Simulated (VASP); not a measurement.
# GaSb in VASP: single point with PBE

Aim: the single point of GaSb with PBE.

Program: VASP 6.6.1. These are calculated values, not measurements. Logs are shortened: lines on timing, memory, paths and dates and some standing lists are left out, and cuts for length are marked.

## 1. The cell of the first run

The cell holds a slab with vacuum, 12 atoms: a = 4.394 Å, b = 6.214 Å, c = 25.985 Å, α = 90.00°, β = 90.00°, γ = 90.00°.

## 2. Single point, PBE

Input file INCAR:

```
PREC = Accurate
ENCUT = 520
EDIFF = 1E-7
ISMEAR = 0
SIGMA = 0.1
LREAL = F
LASPH = T
NELM = 60
ALGO = Normal
ISIF = 2
LWAVE = F
LCHARG = T
LDIPOL = T
IDIPOL = 3
DIPOL = 0.5 0.5 0.500
GGA = PE
LELF = T
LVHAR = T
LVACPOTAV = T
NBANDS = 66
```

Input file KPOINTS:

```
Automatic mesh
0
Gamma
  8 6 1
```

Input file POSCAR:

```
GaSb
1.0
    4.3938492945      0.0000000000      0.0000000000
    0.0000000000      6.2138412632      0.0000000000
    0.0000000000      0.0000000000     25.9846232361
Ga Sb
6 6
Direct
    0.5000000000      0.4433664865      0.3086706919
    0.0000000000      0.0215666019      0.3690000486
    0.5000000000      0.5153981677      0.4596265519
    0.0000000000      0.0153955582      0.5403733303
    0.5000000000      0.5215647440      0.6309994708
    0.0000000000     -0.0566381932      0.6913291342
    0.0000000000      0.2351696260      0.2781103935
    0.5000000000      0.7700932140      0.3749991685
    0.0000000000      0.2644146757      0.4557534337
    0.5000000000      0.7644139242      0.5442469371
    0.0000000000      0.2700899530      0.6250012515
    0.5000000000      0.7351652420      0.7218895881
```

Potentials or basis: VASP PAW PBE potentials, release 64 (Ga_d, Sb).

Run with:

```
$ cat potpaw_PBE.64/Ga_d/POTCAR potpaw_PBE.64/Sb/POTCAR > POTCAR
$ mpirun -np 1 vasp_std > vasp.out
```

OUTCAR:

```text
PREC = Accurate
   ENCUT = 520
   EDIFF = 1E-7
   ISMEAR = 0
   LREAL = F
   LASPH = T
   NELM = 60
   ISIF = 2
   GGA = PE

 ion  position               nearest neighbor table
   1  0.500  0.443  0.309-   8 2.66   7 2.67   7 2.67
   2  0.000  0.022  0.369-   8 2.70   8 2.70   7 2.71   9 2.71
   3  0.500  0.515  0.460-  10 2.69   9 2.70   9 2.70   8 2.71
   4  0.000  0.015  0.540-   9 2.69  10 2.70  10 2.70  11 2.71
   5  0.500  0.522  0.631-  11 2.70  11 2.70  12 2.71  10 2.71
   6  0.000  0.943  0.691-  11 2.66  12 2.67  12 2.67
   7  0.000  0.235  0.278-   1 2.67   1 2.67   2 2.71
   8  0.500  0.770  0.375-   1 2.66   2 2.70   2 2.70   3 2.71
   9  0.000  0.264  0.456-   4 2.69   3 2.70   3 2.70   2 2.71
  10  0.500  0.764  0.544-   3 2.69   4 2.70   4 2.70   5 2.71
  11  0.000  0.270  0.625-   6 2.66   5 2.70   5 2.70   4 2.71
  12  0.500  0.735  0.722-   6 2.67   6 2.67   5 2.71

  LATTYP: Found a simple orthorhombic cell.
 ALAT       =     4.3938492945
 B/A-ratio  =     1.4142135623
 C/A-ratio  =     5.9138631060

  Lattice vectors:

 A1 = (   4.3938492945,   0.0000000000,   0.0000000000)
 A2 = (   0.0000000000,   6.2138412632,   0.0000000000)
 A3 = (   0.0000000000,   0.0000000000,  25.9846232361)

Analysis of symmetry for initial positions (statically):
=====================================================================
 Subroutine PRICEL returns:
 Original cell was already a primitive cell.

 Routine SETGRP: Setting up the symmetry group for a
 simple orthorhombic supercell.

 Subroutine GETGRP returns: Found  4 space group operations
 (whereof  2 operations were pure point group operations)
 out of a pool of  8 trial point group operations.

The static configuration has the point symmetry C_1h.
 The point group associated with its full space group is C_2v.

Analysis of symmetry for dynamics (positions and initial velocities):
=====================================================================
 Subroutine PRICEL returns:
 Original cell was already a primitive cell.

 Routine SETGRP: Setting up the symmetry group for a
 simple orthorhombic supercell.

 Subroutine GETGRP returns: Found  4 space group operations
 (whereof  2 operations were pure point group operations)
 out of a pool of  8 trial point group operations.

The dynamic configuration has the point symmetry C_1h.
 The point group associated with its full space group is C_2v.

 Subroutine INISYM returns: Found  4 space group operations
[... 128 lines left out ...]
   EFERMI_NEDOS =   21; number of points for ismear=-14 and -15
   IALGO  =     38    algorithm
   IMIX   =      4    mixing-type and parameters
     AMIX     =   0.40;   BMIX     =  1.00
     AMIX_MAG =   1.60;   BMIX_MAG =  1.00
  volume/ion in A,a.u.               =      59.12       398.97
  Fermi-wavevector in a.u.,A,eV,Ry     =   0.874129  1.651864 10.396231  0.764101
  Thomas-Fermi vector in A             =   1.993617
   LORBIT       =      0    0 simple, 1 ext, 2 COOP (PROOUT), +10 PAW based schemes
   GGA     = PE    functional components
   LHFCALC =     F    Hartree Fock is set to
   AEXX    =    0.0000 exact exchange contribution
   IVDW    =     0    specifies the selected vdW correction
   LEPSILON=     F    determine dielectric tensor
   LRPA    =     F    only Hartree local field effects (RPA)
 non-spin polarized calculation
 Gauss-broadening in eV      SIGMA  =   0.10
  energy-cutoff  :      520.00
  volume of cell :      709.45
 maximum number of plane-waves:     19156
 NGX is ok and might be reduce to    36
   NGX = 17   NGY = 23   NGZ = 97

 dipolmoment           0.000000      0.000000      0.000000 electrons x Angstroem

 number of electron     107.9999973 magnetization

 dipolmoment           0.000000      0.000000     -0.000024 electrons x Angstroem

 Free energy of the ion-electron system (eV)
  ---------------------------------------------------
  ext. energy  EPLUGINS =         0.00000000
  ---------------------------------------------------
  free energy    TOTEN  =       -42.68718801 eV

  energy without entropy =      -42.68716728  energy(sigma->0) =      -42.68717765

 E-fermi :   0.2238     XC(G=0):  -5.0559

 val. band max:        0.0055950105   @ k =   0.0000   0.0000   0.0000
 cond. band min:       0.4565804902   @ k =   0.0000   0.5000   0.0000
 fundamental gap:      0.4509854798
 Fermi energy:         0.2238217458

 k-point     1 :       0.0000    0.0000    0.0000
  band No.  band energies     occupation
      1     -15.1187      2.00000
      2     -15.1185      2.00000
      3     -15.0623      2.00000
      4     -15.0621      2.00000
      5     -15.0322      2.00000
      6     -15.0320      2.00000
[... 1369 lines left out ...]
     65       3.9383      0.00000
     66       3.9385      0.00000

------------------------ aborting loop because EDIFF is reached ----------------------------------------

  FORCE on cell =-STRESS in cart. coord.  units (eV):
  Direction    XX          YY          ZZ          XY          YZ          ZX
  --------------------------------------------------------------------------------------
  -------------------------------------------------------------------------------------
  Total       -1.7350102     -0.6179236      0.1945005      0.0000000      0.0000000      0.0000000
  in kB       -3.9182386     -1.3954799      0.4392478      0.0000000      0.0000000      0.0000000
  external PRESSURE =      -1.6248236 kB  Pullay stress =       0.0000000 kB

 VOLUME and BASIS-vectors are now :
 -----------------------------------------------------------------------------
  energy-cutoff  :      520.00
  volume of cell :      709.45
      direct lattice vectors                 reciprocal lattice vectors
     4.393849294  0.000000000  0.000000000     0.227590874  0.000000000  0.000000000
     0.000000000  6.213841263  0.000000000     0.000000000  0.160931050  0.000000000
     0.000000000  0.000000000 25.984623236     0.000000000  0.000000000  0.038484299

 POSITION                                       TOTAL-FORCE (eV/Angst)
 -----------------------------------------------------------------------------------
      2.19692      2.75501      8.02069         0.000000      0.008857      0.010450
      0.00000      0.13401      9.58833         0.000000      0.006388      0.006739
      2.19692      3.20260     11.94322         0.000000     -0.003589      0.003497
      0.00000      0.09567     14.04140         0.000000     -0.003589     -0.003497
      2.19692      3.24092     16.39628         0.000000      0.006388     -0.006739
      0.00000      5.86190     17.96393         0.000000      0.008857     -0.010450
      0.00000      1.46131      7.22659         0.000000     -0.012835     -0.027847
      2.19692      4.78524      9.74421         0.000000     -0.000278     -0.006672
      0.00000      1.64303     11.84258         0.000000      0.001457     -0.001002
      2.19692      4.74995     14.14205         0.000000      0.001457      0.001002
      0.00000      1.67830     16.24042         0.000000     -0.000278      0.006672
      2.19692      4.56820     18.75803         0.000000     -0.012835      0.027847
 -----------------------------------------------------------------------------------
    total drift:                                0.000000      0.020845      0.004722

  FREE ENERGIE OF THE ION-ELECTRON SYSTEM (eV)
  ---------------------------------------------------
  free  energy   TOTEN  =       -42.6871880126 eV

  energy  without entropy=      -42.6871672838  energy(sigma->0) =      -42.68717765

 vacuum level on the upper side and lower side of the slab         4.493         4.493
```

stdout:

```text
POSCAR found type information on POSCAR GaSb
 POSCAR found :  2 types and      12 ions
 scaLAPACK will be used
 LDA part: xc-table for (Slater+PW92), standard interpolation
 POSCAR, INCAR and KPOINTS ok, starting setup
 FFT: planning ... GRIDC
 FFT: planning ... GRID_SOFT
 FFT: planning ... GRID
 WAVECAR not read
 entering main loop
 -----------------------------------------------------------------------------
|                                                                             |
|           W    W    AA    RRRRR   N    N  II  N    N   GGGG   !!!           |
|           W    W   A  A   R    R  NN   N  II  NN   N  G    G  !!!           |
|           W    W  A    A  R    R  N N  N  II  N N  N  G       !!!           |
|           W WW W  AAAAAA  RRRRR   N  N N  II  N  N N  G  GGG   !            |
|           WW  WW  A    A  R   R   N   NN  II  N   NN  G    G                |
|           W    W  A    A  R    R  N    N  II  N    N   GGGG   !!!           |
|                                                                             |
|     Did not find any points to average over, which means that no vacuum     |
|     field-free region was found. Please increase the size of  your cell     |
|     in the dimension of the dipole correction to obtain accurate            |
|     workfunction values.                                                    |
|                                                                             |
 -----------------------------------------------------------------------------
```

It took 20 min on 1 thread of Oxide Virtual Turin-like, shared host; peak memory 1.1 GiB.

Results:

```yaml
Free_energy: -42.6872 eV
Largest_force: 0.031 eV/Å
Band_gap_on_the_k_mesh: 0.45 eV (least direct gap 0.53 eV)
```

Forces in eV/Å, atoms in the order of the input:
```
Ga   0.000  0.009  0.010
Ga   0.000  0.006  0.007
Ga   0.000 -0.004  0.003
Ga   0.000 -0.004 -0.003
Ga   0.000  0.006 -0.007
Ga   0.000  0.009 -0.010
Sb   0.000 -0.013 -0.028
Sb   0.000  0.000 -0.007
Sb   0.000  0.001 -0.001
Sb   0.000  0.001  0.001
Sb   0.000  0.000  0.007
Sb   0.000 -0.013  0.028
```

Caveat: semilocal functionals underestimate gaps, and a narrow one can read as zero; spin-orbit coupling is left out, which moves the levels of the heavy elements.
